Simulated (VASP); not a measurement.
# CdS (rocksalt type) (Fm-3m) in VASP: a series of runs

CdS (rocksalt type) is run at these levels: PBEsol; tasks: single point.

Everything below comes from runs of VASP 6.6.1. Logs are shortened: lines on timing, memory, paths and dates and some standing lists are left out, and cuts for length are marked.

## Step 1: The cell of the first run

The structure is cubic, space group Fm-3m (No. 225). Conventional cell: a = 4.651 Å, b = 4.651 Å, c = 4.651 Å, α = 90.00°, β = 90.00°, γ = 90.00°. Cd (site symmetry m-3m) has 6 S at 2.33 Å within 3.1 Å. Within 3.1 Å of S (site symmetry m-3m) lie 6 Cd at 2.33 Å.

## Step 2: Single point, PBEsol (volume scaled by 0.64)

Contents of INCAR:

```
  PREC = Accurate
  ENCUT = 520
  EDIFF = 1E-7
  ISMEAR = -1
  SIGMA = 0.08
  LREAL = False
  LASPH = True
  NELM = 100
  ALGO = Normal
  ISIF = 2
  LWAVE = False
  LCHARG = True
  GGA = PS
  LELF = True
  LVHAR = True
  NBANDS = 16
```

Contents of KPOINTS:

```
regular mesh
0
Gamma
  13 13 13
```

Contents of POSCAR:

```
CdS
1.0
    0.0000000000      2.3255329754      2.3255329754
    2.3255329754      0.0000000000      2.3255329754
    2.3255329754      2.3255329754      0.0000000000
Cd S
1 1
Direct
    0.0000000000      0.0000000000      0.0000000000
    0.5000000000      0.5000000000      0.5000000000
```

Potentials or basis: VASP PAW PBE potentials, release 64 (Cd, S).

Launch:

```sh
$ cat potpaw_PBE.64/Cd/POTCAR potpaw_PBE.64/S/POTCAR > POTCAR
$ mpirun -np 1 vasp_std > vasp.out
```

OUTCAR:

```text
PREC = Accurate
   ENCUT = 520
   EDIFF = 1E-7
   ISMEAR = -1
   LREAL = False
   LASPH = True
   NELM = 100
   ISIF = 2
   GGA = PS

 ion  position               nearest neighbor table
   1  0.000  0.000  0.000-   2 2.33   2 2.33   2 2.33   2 2.33   2 2.33   2 2.33
   2  0.500  0.500  0.500-   1 2.33   1 2.33   1 2.33   1 2.33   1 2.33   1 2.33

  LATTYP: Found a face centered cubic cell.
 ALAT       =     4.6510659508

  Lattice vectors:

 A1 = (   0.0000000000,   2.3255329754,   2.3255329754)
 A2 = (   2.3255329754,   0.0000000000,   2.3255329754)
 A3 = (   2.3255329754,   2.3255329754,   0.0000000000)

Analysis of symmetry for initial positions (statically):
=====================================================================
 Subroutine PRICEL returns:
 Original cell was already a primitive cell.

 Routine SETGRP: Setting up the symmetry group for a
 face centered cubic supercell.

 Subroutine GETGRP returns: Found 48 space group operations
 (whereof 48 operations were pure point group operations)
 out of a pool of 48 trial point group operations.

The static configuration has the point symmetry O_h .

Analysis of symmetry for dynamics (positions and initial velocities):
=====================================================================
 Subroutine PRICEL returns:
 Original cell was already a primitive cell.

 Routine SETGRP: Setting up the symmetry group for a
 face centered cubic supercell.

 Subroutine GETGRP returns: Found 48 space group operations
 (whereof 48 operations were pure point group operations)
 out of a pool of 48 trial point group operations.

The dynamic configuration has the point symmetry O_h .

 Subroutine INISYM returns: Found 48 space group operations
 (whereof 48 operations are pure point group operations),
 and found     1 'primitive' translations

----------------------------------------------------------------------------------------

                                     Primitive cell

  volume of cell :      25.1534

  direct lattice vectors                    reciprocal lattice vectors
     0.000000000  2.325532975  2.325532975    -0.215004477  0.215004477  0.215004477
     2.325532975  0.000000000  2.325532975     0.215004477 -0.215004477  0.215004477
     2.325532975  2.325532975  0.000000000     0.215004477  0.215004477 -0.215004477

  length of vectors
     3.288800274  3.288800274  3.288800274     0.372398677  0.372398677  0.372398677

  position of ions in fractional coordinates (direct lattice)
     0.000000000  0.000000000  0.000000000
     0.500000000  0.500000000  0.500000000

  ion indices of the primitive-cell ions
   primitive index   ion index
                 1           1
                 2           2

----------------------------------------------------------------------------------------

 KPOINTS: regular mesh

Automatic generation of k-mesh.
 Grid dimensions read from file:
 generate k-points for:   13   13   13

 Generating k-lattice:

  Cartesian coordinates                     Fractional coordinates (reciprocal lattice)
    -0.016538806  0.016538806  0.016538806     0.076923077  0.000000000  0.000000000
     0.016538806 -0.016538806  0.016538806     0.000000000  0.076923077  0.000000000
     0.016538806  0.016538806 -0.016538806     0.000000000  0.000000000  0.076923077

  Length of vectors
     0.028646052  0.028646052  0.028646052

  Shift w.r.t. Gamma in fractional coordinates (k-lattice)
     0.000000000  0.000000000  0.000000000

 Subroutine IBZKPT returns following result:
 ===========================================

 Found     84 irreducible k-points:

 Following reciprocal coordinates:
            Coordinates               Weight
  0.000000  0.000000  0.000000      1.000000
  0.076923  0.000000  0.000000      8.000000
  0.153846  0.000000  0.000000      8.000000
  0.230769  0.000000  0.000000      8.000000
  0.307692  0.000000  0.000000      8.000000
  0.384615  0.000000  0.000000      8.000000
[... 16 lines left out ...]
  0.384615  0.153846  0.000000     24.000000
  0.461538  0.153846  0.000000     24.000000
 [... further k-points ...]
   k-points           NKPTS =     84   k-points in BZ     NKDIM =     84   number of bands    NBANDS=     16
   number of dos      NEDOS =    301   number of ions     NIONS =      2
   total plane-waves  NPLWV =  13824
   dimension x,y,z NGX =    24 NGY =   24 NGZ =   24
   dimension x,y,z NGXF=    48 NGYF=   48 NGZF=   48
   ions per type =               1   1
   NGX,Y,Z   is equivalent  to a cutoff of  12.13, 12.13, 12.13 a.u.
   NGXF,Y,Z  is equivalent  to a cutoff of  24.26, 24.26, 24.26 a.u.
 SYSTEM =  unknown system
   PREC   = accura    normal or accurate (medium, high low for compatibility)
   ISTART =      0    job   : 0-new  1-cont  2-samecut
   ICHARG =      2    charge: 1-file 2-atom 10-const
   ISPIN  =      1    spin polarized calculation?
   LNONCOLLINEAR =      F non collinear calculations
   LSORBIT =      F    spin-orbit coupling
   LASPH  =      T    aspherical Exc in radial PAW
   ENCUT  =  520.0 eV  38.22 Ry    6.18 a.u.   6.11  6.11  6.11*2*pi/ulx,y,z
   NELM   =    100;   NELMIN=  2; NELMDL= -5     # of ELM steps
   EDIFF  = 0.1E-06   stopping-criterion for ELM
   LREAL  =      F    real-space projection
   EDIFFG = 0.1E-05   stopping-criterion for IOM
   NSW    =      0    number of steps for IOM
   IBRION =     -1    ionic relax: 0-MD 1-quasi-New 2-CG
   NFREE  =      0    steps in history (QN), initial steepest desc. (CG)
   ISIF   =      2    stress and relaxation
   ISYM   =      2    0-nonsym 1-usesym 2-fastsym
   POTIM  = 0.5000    time-step for ionic-motion
   TEBEG  =    0.0;   TEEND  =   0.0 temperature during run
   PSTRESS=    0.0 pullay stress
   NELECT =      18.0000    total number of electrons
   NUPDOWN=      -1.0000    fix difference up-down
   EMIN   =  10.00;   EMAX   =-10.00  energy-range for DOS
   EFERMI =   0.00;   METHOD = LEGACY
   ISMEAR =    -1;   SIGMA  =   0.08  broadening in eV -4-tet -1-fermi 0-gaus
   EFERMI_NEDOS =   21; number of points for ismear=-14 and -15
   IALGO  =     38    algorithm
   IMIX   =      4    mixing-type and parameters
     AMIX     =   0.40;   BMIX     =  1.00
     AMIX_MAG =   1.60;   BMIX_MAG =  1.00
  volume/ion in A,a.u.               =      12.58        84.87
  Fermi-wavevector in a.u.,A,eV,Ry     =   1.464310  2.767146 29.173682  2.144205
  Thomas-Fermi vector in A             =   2.580302
   LORBIT       =      0    0 simple, 1 ext, 2 COOP (PROOUT), +10 PAW based schemes
   GGA     = PS    functional components
   LHFCALC =     F    Hartree Fock is set to
   AEXX    =    0.0000 exact exchange contribution
   IVDW    =     0    specifies the selected vdW correction
   LEPSILON=     F    determine dielectric tensor
   LRPA    =     F    only Hartree local field effects (RPA)
 non-spin polarized calculation
  energy-cutoff  :      520.00
  volume of cell :       25.15
 maximum number of plane-waves:       688
   NGX = 13   NGY = 13   NGZ = 13

 number of electron      18.0000006 magnetization

 Free energy of the ion-electron system (eV)
  ---------------------------------------------------
  ext. energy  EPLUGINS =         0.00000000
  ---------------------------------------------------
  free energy    TOTEN  =        -3.40953354 eV

  energy without entropy =       -3.40527615  energy(sigma->0) =       -3.40740484

 E-fermi :   9.5816     XC(G=0): -13.1966

 val. band max:        9.5719882626   @ k =  -0.4615   0.4615   0.0000
 cond. band min:       9.7462578730   @ k =   0.3846   0.3846   0.0000
 fundamental gap:      0.1742696103
 Fermi energy:         9.5816007299

 k-point     1 :       0.0000    0.0000    0.0000
  band No.  band energies     occupation
      1      -8.5309      2.00000
      2      -0.7497      2.00000
      3      -0.7497      2.00000
      4      -0.7497      2.00000
      5      -0.7339      2.00000
      6      -0.7339      2.00000
[... 8 lines left out ...]
     15      23.1595      0.00000
     16      23.1595      0.00000

 k-point     2 :       0.0769    0.0000    0.0000
  band No.  band energies     occupation
      1      -8.4240      2.00000
      2      -0.8080      2.00000
      3      -0.8080      2.00000
      4      -0.7864      2.00000
      5      -0.7056      2.00000
      6      -0.7056      2.00000
[... 8 lines left out ...]
     15      21.7608      0.00000
     16      21.7608      0.00000

 k-point     3 :       0.1538    0.0000    0.0000
  band No.  band energies     occupation
      1      -8.1093      2.00000
      2      -0.9958      2.00000
      3      -0.9958      2.00000
      4      -0.9041      2.00000
      5      -0.5892      2.00000
      6      -0.5892      2.00000
[... 8 lines left out ...]
     15      20.6432      0.00000
     16      21.3886      0.00000

 k-point     4 :       0.2308    0.0000    0.0000
  band No.  band energies     occupation
      1      -7.6063      2.00000
      2      -1.2404      2.00000
      3      -1.2404      2.00000
      4      -1.1300      2.00000
      5      -0.4194      2.00000
      6      -0.4194      2.00000
[... 8 lines left out ...]
     15      20.5638      0.00000
     16      21.8197      0.00000

 k-point     5 :       0.3077    0.0000    0.0000
  band No.  band energies     occupation
      1      -6.9563      2.00000
      2      -1.5072      2.00000
      3      -1.4788      2.00000
      4      -1.4788      2.00000
      5      -0.2315      2.00000
      6      -0.2315      2.00000
[... 8 lines left out ...]
     15      21.1159      0.00000
     16      21.9752      0.00000

 k-point     6 :       0.3846    0.0000    0.0000
  band No.  band energies     occupation
      1      -6.2487      2.00000
      2      -2.0343      2.00000
      3      -1.6628      2.00000
      4      -1.6628      2.00000
      5      -0.0692      2.00000
      6      -0.0692      2.00000
[... 8 lines left out ...]
     15      21.8760      0.00000
     16      22.3671      0.00000

 k-point     7 :       0.4615    0.0000    0.0000
  band No.  band energies     occupation
      1      -5.7012      2.00000
      2      -2.5101      2.00000
      3      -1.7620      2.00000
      4      -1.7620      2.00000
      5       0.0252      2.00000
      6       0.0252      2.00000
[... 8 lines left out ...]
     15      22.4745      0.00000
     16      23.2279      0.00000

 k-point     8 :       0.0769    0.0769    0.0000
  band No.  band energies     occupation
      1      -8.3900      2.00000
      2      -0.8969      2.00000
      3      -0.7898      2.00000
      4      -0.7202      2.00000
      5      -0.7202      2.00000
      6      -0.7122      2.00000
[... 8 lines left out ...]
     15      20.6864      0.00000
     16      23.2367      0.00000

 k-point     9 :       0.1538    0.0769    0.0000
  band No.  band energies     occupation
      1      -8.1497      2.00000
      2      -1.0956      2.00000
      3      -0.8649      2.00000
      4      -0.8276      2.00000
      5      -0.6525      2.00000
      6      -0.5847      2.00000
[... 8 lines left out ...]
     15      21.7744      0.00000
     16      22.3993      0.00000
[... 172 lines left out ...]
 k-point    19 :      -0.0769    0.0769    0.0000
  band No.  band energies     occupation
      1      -8.2495      2.00000
      2      -0.9509      2.00000
      3      -0.8875      2.00000
      4      -0.8354      2.00000
      5      -0.6828      2.00000
      6      -0.6014      2.00000
[... 8 lines left out ...]
     15      21.2517      0.00000
     16      21.8109      0.00000

 k-point    20 :       0.1538    0.1538    0.0000
  band No.  band energies     occupation
      1      -7.9963      2.00000
      2      -1.2844      2.00000
      3      -0.9000      2.00000
      4      -0.6518      2.00000
      5      -0.6264      2.00000
      6      -0.6264      2.00000
[... 8 lines left out ...]
     15      22.8427      0.00000
     16      23.4741      0.00000

 k-point    21 :       0.2308    0.1538    0.0000
  band No.  band energies     occupation
      1      -7.6630      2.00000
      2      -1.5008      2.00000
      3      -0.9920      2.00000
      4      -0.7880      2.00000
      5      -0.5308      2.00000
      6      -0.4235      2.00000
[... 8 lines left out ...]
     15      23.1765      0.00000
     16      23.9259      0.00000

 k-point    22 :       0.3077    0.1538    0.0000
  band No.  band energies     occupation
      1      -7.1828      2.00000
      2      -1.7039      2.00000
      3      -1.1269      2.00000
      4      -1.0057      2.00000
      5      -0.3825      2.00000
      6      -0.2094      2.00000
[... 8 lines left out ...]
     15      23.0370      0.00000
     16      24.3385      0.00000

 k-point    23 :       0.3846    0.1538    0.0000
  band No.  band energies     occupation
      1      -6.6193      2.00000
      2      -1.8796      2.00000
      3      -1.2958      2.00000
      4      -1.2439      2.00000
      5      -0.2016      2.00000
      6      -0.0356      2.00000
[... 8 lines left out ...]
     15      23.2594      0.00000
     16      24.3538      0.00000

 k-point    24 :       0.4615    0.1538    0.0000
  band No.  band energies     occupation
      1      -6.0898      2.00000
      2      -2.0611      2.00000
      3      -1.4525      2.00000
      4      -1.4368      2.00000
      5      -0.0216      2.00000
      6       0.0585      2.00000
[... 8 lines left out ...]
     15      23.3881      0.00000
     16      24.8053      0.00000

 [... further k-points ...]
[... 5 lines left out ...]
  --------------------------------------------------------------------------------------
  -------------------------------------------------------------------------------------
  Total       17.3164929     17.3164929     17.3164929     -0.0000000     -0.0000000      0.0000000
  in kB     1102.9936676   1102.9936676   1102.9936676     -0.0000000     -0.0000000      0.0000000
  external PRESSURE =    1102.9936676 kB  Pullay stress =       0.0000000 kB

 VOLUME and BASIS-vectors are now :
 -----------------------------------------------------------------------------
  energy-cutoff  :      520.00
  volume of cell :       25.15
      direct lattice vectors                 reciprocal lattice vectors
     0.000000000  2.325532975  2.325532975    -0.215004477  0.215004477  0.215004477
     2.325532975  0.000000000  2.325532975     0.215004477 -0.215004477  0.215004477
     2.325532975  2.325532975  0.000000000     0.215004477  0.215004477 -0.215004477

 POSITION                                       TOTAL-FORCE (eV/Angst)
 -----------------------------------------------------------------------------------
      0.00000      0.00000      0.00000        -0.000000      0.000000      0.000000
      2.32553      2.32553      2.32553         0.000000     -0.000000      0.000000
 -----------------------------------------------------------------------------------
    total drift:                                0.000000     -0.000000     -0.000000

  FREE ENERGIE OF THE ION-ELECTRON SYSTEM (eV)
  ---------------------------------------------------
  free  energy   TOTEN  =        -3.4095335378 eV

  energy  without entropy=       -3.4052761471  energy(sigma->0) =       -3.40740484
```

Wall time 20 s (1 thread of AMD EPYC 7R13 (Zen 3), shared host); peak memory 0.13 GiB.

What came out:

```yaml
Free_energy: -3.4095 eV
Pressure: 110.3 GPa
Band_gap_on_the_k_mesh: zero (band 9 reaches 9.51 eV, above the bottom of band 10 at 9.21 eV)
```

Caveat: the PAW data sets were made with another functional, which shifts forces and pressure a little.

## Step 3: Single point, PBEsol (volume scaled by 0.72)

Contents of INCAR:

```
SYSTEM = CdS
PREC = Accurate ; ENCUT = 520
EDIFF = 1E-6 ; ISMEAR = -1
SIGMA = 0.08 ; LREAL = .FALSE.
LASPH = .TRUE. ; NELM = 100
ALGO = Normal ; ISIF = 2
LWAVE = .FALSE. ; LCHARG = .FALSE.
GGA = PS ; NBANDS = 16
```

Contents of KPOINTS:

```
Automatic mesh
0
G
  13 13 13
  0 0 0
```

Contents of POSCAR:

```
CdS
1.0
    0.0000000000      2.4186517611      2.4186517611
    2.4186517611      0.0000000000      2.4186517611
    2.4186517611      2.4186517611      0.0000000000
Cd S
1 1
Direct
    0.0000000000      0.0000000000      0.0000000000
    0.5000000000      0.5000000000      0.5000000000
```

Potentials or basis: VASP PAW PBE potentials, release 64 (Cd, S).

Launch:

```sh
$ cat potpaw_PBE.64/Cd/POTCAR potpaw_PBE.64/S/POTCAR > POTCAR
$ mpirun -np 1 vasp_std > vasp.out
```

Wall time 26 s (1 thread of AMD EPYC 7R13 (Zen 3), shared host); peak memory 0.15 GiB.

Results (log left out):

- Free energy: -5.0592 eV
- Pressure: 62.0 GPa
- Band gap on the k mesh: zero (band 9 reaches 7.50 eV, above the bottom of band 10 at 7.40 eV)

Levels at points of the mesh, in eV from the Fermi level:
| k point | band 5 | band 6 | band 7 | band 8 | band 9 | band 10 | band 11 | band 12 | band 13 | band 14 |
| --- | --- | --- | --- | --- | --- | --- | --- | --- | --- | --- |
| (0.00, 0.00, 0.00) | -9.41 | -9.41 | -2.05 | -2.05 | -2.05 | 2.72 | 8.86 | 8.86 | 8.86 | 10.18 |

Caveat: the PAW data sets were made with another functional, which shifts forces and pressure a little.
